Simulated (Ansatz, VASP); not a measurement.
# Two plane-wave programs on KZnF3

Contents of INCAR:

```
SYSTEM = KZnF3
PREC     = Accurate       ! precision mode
ENCUT    = 520            ! plane-wave cutoff, eV
EDIFF    = 1E-7           ! SCF threshold, eV
ISMEAR   = 0              ! smearing method
SIGMA    = 0.05           ! smearing width, eV
LREAL    = .False.        ! projectors in reciprocal space
LASPH    = .True.         ! aspherical terms in the spheres
NELM     = 60             ! most SCF steps
ALGO     = Normal         ! electronic algorithm
ISIF     = 2              ! what is computed and relaxed
LWAVE    = .False.        ! write WAVECAR
LCHARG   = .True.         ! write CHGCAR
LELF     = .True.         ! ELF
LVHAR    = .True.       
NBANDS   = 29             ! bands
```

File KPOINTS:

```
Automatic mesh
0
Gamma
  6 6 6
  0 0 0
```

The input POSCAR:

```
KZnF3
1.0
    4.1641440769      0.0000000000      0.0000000000
    0.0000000000      4.1641440769      0.0000000000
    0.0000000000      0.0000000000      3.8310125508
K Zn F
1 1 3
Direct
    0.0000000000      0.0000000000      0.0000000000
    0.5000000000      0.5000000000      0.5000000000
    0.5000000000      0.5000000000      0.0000000000
    0.0000000000      0.5000000000      0.5000000000
    0.5000000000      0.0000000000      0.5000000000
```

Input for Ansatz:

```yaml
crystal:
  lattice:
    - [4.1641440769, 0.0, 0.0]
    - [0.0, 4.1641440769, 0.0]
    - [0.0, 0.0, 3.8310125508]
  atoms:
    - { symbol: K, position: [0.0, 0.0, 0.0] }
    - { symbol: Zn, position: [0.5, 0.5, 0.5] }
    - { symbol: F, position: [0.5, 0.5, 0.0] }
    - { symbol: F, position: [0.0, 0.5, 0.5] }
    - { symbol: F, position: [0.5, 0.0, 0.5] }
basis:
  ecutwfc: 420
kpoints:
  mp_grid: { grid: [6, 6, 6] }
hamiltonian:
  xc: lda
scf:
  occupations: { method: gaussian, width: 0.05 }
output:
  forces: true
  stress: true
  eigenvalues: true
```

Alike in both runs: task single point; functional LDA; k mesh 6 × 6 × 6; occupations gaussian, width 0.05 eV; no spin polarisation.

|  | VASP | Ansatz |
| --- | --- | --- |
| version | VASP 6.6.1 | Ansatz 0.2.0 |
| potentials or method | VASP PAW LDA potentials, release 64 (K_sv, Zn, F), cutoff 520 eV | scalar-relativistic, plane waves, PAW |
| valence electrons in the cell | 42 | 42 |

```csv
,VASP,Ansatz,Ansatz less VASP
gap on the k mesh at the Fermi level (eV),3.40,3.44,+0.039
least direct gap on the mesh (eV),5.36,5.38,+0.022
pressure (GPa),-3.6,-4.0,-0.44
"traceless stress, the component that is largest in VASP (GPa)",5.14,4.85,-0.295
```

LDA's correlation is that of Perdew and Zunger in VASP and of Perdew and Wang (1992) in Ansatz.
